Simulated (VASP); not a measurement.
# In3Cu (Pm-3m) in VASP: settings compared

In3Cu is run at these levels: PBEsol, PBE, PBE+U; tasks: single point.

All numbers are computed with VASP 6.6.1; they aren't measurements. Logs are shortened: lines on timing, memory, paths and dates and some standing lists are left out, and cuts for length are marked.

## (1) The cell of the first run

It takes space group Pm-3m (No. 221, cubic). The conventional cell has a = 4.483 Å, b = 4.483 Å, c = 4.483 Å, α = 90.00°, β = 90.00°, γ = 90.00°. Within 4.2 Å of In (site symmetry 4/mmm) lie 8 In at 3.17 Å and 4 Cu at 3.17 Å. Within 4.2 Å of Cu (site symmetry m-3m) lie 12 In at 3.17 Å.

## (2) Single point, PBEsol

The input, INCAR:

```
SYSTEM = In3Cu
  ALGO = Normal
  EDIFF = 1E-6
  ENCUT = 600
  GGA = PS
  GGA_COMPAT = .FALSE.
  ISIF = 2
  ISMEAR = 0
  ISYM = 0
  LASPH = .TRUE.
  LCHARG = .FALSE.
  LREAL = .FALSE.
  LWAVE = .FALSE.
  NBANDS = 33
  NELM = 120
  PREC = Accurate
  SIGMA = 0.1
```

The input, KPOINTS:

```
Automatic mesh
0
Gamma
  2 2 2
  0.5 0.5 0
```

The input, POSCAR:

```
In3Cu
1.0
    4.4827670000      0.0000000000      0.0000000000
    0.0000000000      4.4827670000      0.0000000000
    0.0000000000      0.0000000000      4.4827670000
In Cu
3 1
Direct
    0.0000000000      0.5000000000      0.5000000000
    0.5000000000      0.0000000000      0.5000000000
    0.5000000000      0.5000000000      0.0000000000
    0.0000000000      0.0000000000      0.0000000000
```

Potentials or basis: VASP PAW PBE potentials, release 64 (In_d, Cu).

Launch:

```sh
> cat potpaw_PBE.64/In_d/POTCAR potpaw_PBE.64/Cu/POTCAR > POTCAR
> mpirun -np 1 vasp_std > vasp.out
```

OUTCAR:

```text
SYSTEM = In3Cu
   EDIFF = 1E-6
   ENCUT = 600
   GGA = PS
   ISIF = 2
   ISMEAR = 0
   ISYM = 0
   LASPH = .TRUE.
   LREAL = .FALSE.
   NELM = 120
   PREC = Accurate

 ion  position               nearest neighbor table
   1  0.000  0.500  0.500-   2 3.17   3 3.17   4 3.17   3 3.17   4 3.17   2 3.17   4 3.17   4 3.17
                             2 3.17   3 3.17   3 3.17   2 3.17
   2  0.500  0.000  0.500-   1 3.17   3 3.17   4 3.17   3 3.17   4 3.17   1 3.17   3 3.17   3 3.17
                             1 3.17   4 3.17   4 3.17   1 3.17
   3  0.500  0.500  0.000-   1 3.17   2 3.17   4 3.17   1 3.17   2 3.17   2 3.17   4 3.17   2 3.17
                             1 3.17   4 3.17   1 3.17   4 3.17
   4  0.000  0.000  0.000-   1 3.17   2 3.17   3 3.17   1 3.17   2 3.17   1 3.17   3 3.17   1 3.17
                             2 3.17   3 3.17   2 3.17   3 3.17

IMPORTANT INFORMATION: All symmetrisations will be switched off!
NOSYMM: (Re-)initialisation of all symmetry stuff for point group C_1.

----------------------------------------------------------------------------------------

                                     Primitive cell

  volume of cell :      90.0821

  direct lattice vectors                    reciprocal lattice vectors
     4.482767000  0.000000000  0.000000000     0.223076506  0.000000000  0.000000000
     0.000000000  4.482767000  0.000000000     0.000000000  0.223076506  0.000000000
     0.000000000  0.000000000  4.482767000     0.000000000  0.000000000  0.223076506

  length of vectors
     4.482767000  4.482767000  4.482767000     0.223076506  0.223076506  0.223076506

  position of ions in fractional coordinates (direct lattice)
     0.000000000  0.500000000  0.500000000
     0.500000000  0.000000000  0.500000000
     0.500000000  0.500000000  0.000000000
     0.000000000  0.000000000  0.000000000

  ion indices of the primitive-cell ions
   primitive index   ion index
                 1           1
                 2           2
                 3           3
                 4           4

----------------------------------------------------------------------------------------

 KPOINTS: Automatic mesh

Automatic generation of k-mesh.
 Grid dimensions read from file:
 generate k-points for:    2    2    2

 Generating k-lattice:

  Cartesian coordinates                     Fractional coordinates (reciprocal lattice)
     0.111538253  0.000000000  0.000000000     0.500000000  0.000000000  0.000000000
     0.000000000  0.111538253  0.000000000     0.000000000  0.500000000  0.000000000
     0.000000000  0.000000000  0.111538253     0.000000000  0.000000000  0.500000000

  Length of vectors
     0.111538253  0.111538253  0.111538253

  Shift w.r.t. Gamma in fractional coordinates (k-lattice)
     0.500000000  0.500000000  0.000000000

 Subroutine IBZKPT returns following result:
 ===========================================

 Found     12 irreducible k-points:

 Following reciprocal coordinates:
            Coordinates               Weight
  0.250000  0.250000  0.000000      2.000000
  0.000000  0.250000  0.250000      2.000000
  0.250000  0.000000  0.250000      2.000000
 -0.250000  0.250000  0.000000      2.000000
 -0.250000  0.000000  0.250000      2.000000
  0.000000 -0.250000  0.250000      2.000000
  0.250000  0.250000  0.500000      2.000000
  0.500000  0.250000  0.250000      2.000000
  0.250000  0.500000  0.250000      2.000000
 -0.250000  0.250000  0.500000      2.000000
 -0.250000  0.500000  0.250000      2.000000
  0.500000 -0.250000  0.250000      2.000000
   k-points           NKPTS =     12   k-points in BZ     NKDIM =     12   number of bands    NBANDS=     33
   number of dos      NEDOS =    301   number of ions     NIONS =      4
   total plane-waves  NPLWV =  46656
   dimension x,y,z NGX =    36 NGY =   36 NGZ =   36
   dimension x,y,z NGXF=    72 NGYF=   72 NGZF=   72
   ions per type =               3   1
   NGX,Y,Z   is equivalent  to a cutoff of  13.35, 13.35, 13.35 a.u.
   NGXF,Y,Z  is equivalent  to a cutoff of  26.70, 26.70, 26.70 a.u.
 SYSTEM =  In3Cu
   PREC   = accura    normal or accurate (medium, high low for compatibility)
   ISTART =      0    job   : 0-new  1-cont  2-samecut
   ICHARG =      2    charge: 1-file 2-atom 10-const
   ISPIN  =      1    spin polarized calculation?
   LNONCOLLINEAR =      F non collinear calculations
   LSORBIT =      F    spin-orbit coupling
   LASPH  =      T    aspherical Exc in radial PAW
   ENCUT  =  600.0 eV  44.10 Ry    6.64 a.u.   8.95  8.95  8.95*2*pi/ulx,y,z
   NELM   =    120;   NELMIN=  2; NELMDL= -5     # of ELM steps
   EDIFF  = 0.1E-05   stopping-criterion for ELM
   LREAL  =      F    real-space projection
   EDIFFG = 0.1E-04   stopping-criterion for IOM
   NSW    =      0    number of steps for IOM
   IBRION =     -1    ionic relax: 0-MD 1-quasi-New 2-CG
   NFREE  =      0    steps in history (QN), initial steepest desc. (CG)
   ISIF   =      2    stress and relaxation
   ISYM   =      0    0-nonsym 1-usesym 2-fastsym
   POTIM  = 0.5000    time-step for ionic-motion
   TEBEG  =    0.0;   TEEND  =   0.0 temperature during run
   PSTRESS=    0.0 pullay stress
   NELECT =      50.0000    total number of electrons
   NUPDOWN=      -1.0000    fix difference up-down
   EMIN   =  10.00;   EMAX   =-10.00  energy-range for DOS
   EFERMI =   0.00;   METHOD = LEGACY
   ISMEAR =     0;   SIGMA  =   0.10  broadening in eV -4-tet -1-fermi 0-gaus
   EFERMI_NEDOS =   21; number of points for ismear=-14 and -15
   IALGO  =     38    algorithm
   IMIX   =      4    mixing-type and parameters
     AMIX     =   0.40;   BMIX     =  1.00
     AMIX_MAG =   1.60;   BMIX_MAG =  1.00
  volume/ion in A,a.u.               =      22.52       151.98
  Fermi-wavevector in a.u.,A,eV,Ry     =   1.345402  2.542441 24.627987  1.810106
  Thomas-Fermi vector in A             =   2.473318
   LORBIT       =      0    0 simple, 1 ext, 2 COOP (PROOUT), +10 PAW based schemes
   GGA     = PS    functional components
   LHFCALC =     F    Hartree Fock is set to
   AEXX    =    0.0000 exact exchange contribution
   IVDW    =     0    specifies the selected vdW correction
   LEPSILON=     F    determine dielectric tensor
   LRPA    =     F    only Hartree local field effects (RPA)
 non-spin polarized calculation
 Gauss-broadening in eV      SIGMA  =   0.10
  energy-cutoff  :      600.00
  volume of cell :       90.08
 maximum number of plane-waves:      3015
   NGX = 17   NGY = 17   NGZ = 17

 number of electron      50.0000053 magnetization

 Free energy of the ion-electron system (eV)
  ---------------------------------------------------
  ext. energy  EPLUGINS =         0.00000000
  ---------------------------------------------------
  free energy    TOTEN  =       -12.70536434 eV

  energy without entropy =      -12.66058237  energy(sigma->0) =      -12.68297336

 E-fermi :   6.9287     XC(G=0): -10.7802

 val. band max:        6.8806620723   @ k =   0.2500   0.0000   0.2500
 cond. band min:       6.9767865869   @ k =   0.2500   0.0000   0.2500
 fundamental gap:      0.0961245146
 Fermi energy:         6.9287242960

 k-point     1 :       0.2500    0.2500    0.0000
  band No.  band energies     occupation
      1      -7.4052      2.00000
      2      -7.3952      2.00000
      3      -7.3492      2.00000
      4      -7.3178      2.00000
      5      -7.1952      2.00000
      6      -7.1306      2.00000
[... 25 lines left out ...]
     32      12.3353      0.00000
     33      14.0104      0.00000

 k-point     2 :       0.0000    0.2500    0.2500
  band No.  band energies     occupation
      1      -7.4052      2.00000
      2      -7.3952      2.00000
      3      -7.3492      2.00000
      4      -7.3178      2.00000
      5      -7.1952      2.00000
      6      -7.1306      2.00000
[... 25 lines left out ...]
     32      12.3353      0.00000
     33      14.0104      0.00000

 k-point     3 :       0.2500    0.0000    0.2500
  band No.  band energies     occupation
      1      -7.4052      2.00000
      2      -7.3952      2.00000
      3      -7.3492      2.00000
      4      -7.3178      2.00000
      5      -7.1952      2.00000
      6      -7.1306      2.00000
[... 25 lines left out ...]
     32      12.3353      0.00000
     33      14.0104      0.00000

 k-point     4 :      -0.2500    0.2500    0.0000
  band No.  band energies     occupation
      1      -7.4052      2.00000
      2      -7.3952      2.00000
      3      -7.3492      2.00000
      4      -7.3178      2.00000
      5      -7.1952      2.00000
      6      -7.1306      2.00000
[... 25 lines left out ...]
     32      12.3353      0.00000
     33      14.0104      0.00000

 k-point     5 :      -0.2500    0.0000    0.2500
  band No.  band energies     occupation
      1      -7.4052      2.00000
      2      -7.3952      2.00000
      3      -7.3492      2.00000
      4      -7.3178      2.00000
      5      -7.1952      2.00000
      6      -7.1306      2.00000
[... 172 lines left out ...]
 k-point    10 :      -0.2500    0.2500    0.5000
  band No.  band energies     occupation
      1      -7.3724      2.00000
      2      -7.2776      2.00000
      3      -7.2611      2.00000
      4      -7.2309      2.00000
      5      -7.2215      2.00000
      6      -7.1864      2.00000
[... 25 lines left out ...]
     32      13.9526      0.00000
     33      15.7728      0.00000

 k-point    11 :      -0.2500    0.5000    0.2500
  band No.  band energies     occupation
      1      -7.3724      2.00000
      2      -7.2776      2.00000
      3      -7.2611      2.00000
      4      -7.2309      2.00000
      5      -7.2215      2.00000
      6      -7.1864      2.00000
[... 25 lines left out ...]
     32      13.9526      0.00000
     33      15.7728      0.00000

 k-point    12 :       0.5000   -0.2500    0.2500
  band No.  band energies     occupation
      1      -7.3724      2.00000
      2      -7.2776      2.00000
      3      -7.2611      2.00000
      4      -7.2309      2.00000
      5      -7.2215      2.00000
      6      -7.1864      2.00000
[... 25 lines left out ...]
     32      13.9526      0.00000
     33      15.7728      0.00000

------------------------ aborting loop because EDIFF is reached ----------------------------------------

  FORCE on cell =-STRESS in cart. coord.  units (eV):
  Direction    XX          YY          ZZ          XY          YZ          ZX
  --------------------------------------------------------------------------------------
  -------------------------------------------------------------------------------------
  Total       -1.4053014     -1.4053416     -1.4053372     -0.0000084     -0.0000047      0.0000016
  in kB      -24.9943338    -24.9950491    -24.9949703     -0.0001486     -0.0000833      0.0000284
  external PRESSURE =     -24.9947844 kB  Pullay stress =       0.0000000 kB

 VOLUME and BASIS-vectors are now :
 -----------------------------------------------------------------------------
  energy-cutoff  :      600.00
  volume of cell :       90.08
      direct lattice vectors                 reciprocal lattice vectors
     4.482767000  0.000000000  0.000000000     0.223076506  0.000000000  0.000000000
     0.000000000  4.482767000  0.000000000     0.000000000  0.223076506  0.000000000
     0.000000000  0.000000000  4.482767000     0.000000000  0.000000000  0.223076506

 POSITION                                       TOTAL-FORCE (eV/Angst)
 -----------------------------------------------------------------------------------
      0.00000      2.24138      2.24138        -0.000008      0.000003      0.000005
      2.24138      0.00000      2.24138         0.000004     -0.000004     -0.000008
      2.24138      2.24138      0.00000         0.000006      0.000001      0.000001
      0.00000      0.00000      0.00000        -0.000002     -0.000001      0.000002
 -----------------------------------------------------------------------------------
    total drift:                                0.000005      0.000003     -0.000008

  FREE ENERGIE OF THE ION-ELECTRON SYSTEM (eV)
  ---------------------------------------------------
  free  energy   TOTEN  =       -12.7053643447 eV

  energy  without entropy=      -12.6605823705  energy(sigma->0) =      -12.68297336
```

Wall time 28 s (1 thread of Intel Xeon 6975P-C (Granite Rapids), shared host); peak memory 0.21 GiB.

What came out:

```yaml
Free_energy: -12.7054 eV
Pressure: -2.5 GPa
Band_gap_on_the_k_mesh: zero (band 25 reaches 6.98 eV, above the bottom of band 26 at 6.07 eV)
```

Caveat: the k points lie up to 0.70 Å⁻¹ apart; the PAW data sets were made with another functional, which shifts forces and pressure a little; spin-orbit coupling is left out, which moves the levels of the heavy elements.

## (3) Single point, PBE

The input, INCAR:

```
  PREC = Accurate
  ENCUT = 600
  EDIFF = 1E-6
  ISMEAR = 1
  SIGMA = 0.06802846561497
  LREAL = F
  LASPH = T
  NELM = 120
  ALGO = Normal
  ISIF = 2
  LWAVE = F
  LCHARG = T
  GGA = PE
  LELF = T
  LVHAR = T
  NBANDS = 33
  ISYM = 0
  GGA_COMPAT = F
```

The input, KPOINTS:

```
Automatic mesh
0
Gamma
  2 2 2
  0 0 0.5
```

POSCAR is that of step 2.

Potentials or basis: VASP PAW PBE potentials, release 64 (In_d, Cu).

Launch:

```sh
> cat potpaw_PBE.64/In_d/POTCAR potpaw_PBE.64/Cu/POTCAR > POTCAR
> mpirun -np 1 vasp_std > vasp.out
```

It took 21 s on 1 thread of Intel Xeon 6975P-C (Granite Rapids), shared host; peak memory 0.21 GiB.

Results (log left out):

* Free energy: -10.4153 eV
* Pressure: 1.1 GPa
* Band gap on the k mesh: zero (band 25 reaches 8.58 eV, above the bottom of band 26 at 7.20 eV)

Levels at points of the mesh, in eV from the Fermi level:
| k point | band 21 | band 22 | band 23 | band 24 | band 25 | band 26 | band 27 | band 28 |
| --- | --- | --- | --- | --- | --- | --- | --- | --- |
| (0.00, 0.00, 0.25) | -2.19 | -2.19 | -0.72 | -0.72 | -0.37 | 0.64 | 3.66 | 3.66 |

Caveat: the k points lie up to 0.70 Å⁻¹ apart; spin-orbit coupling is left out, which moves the levels of the heavy elements.

(Continued in part 2 of 2.)
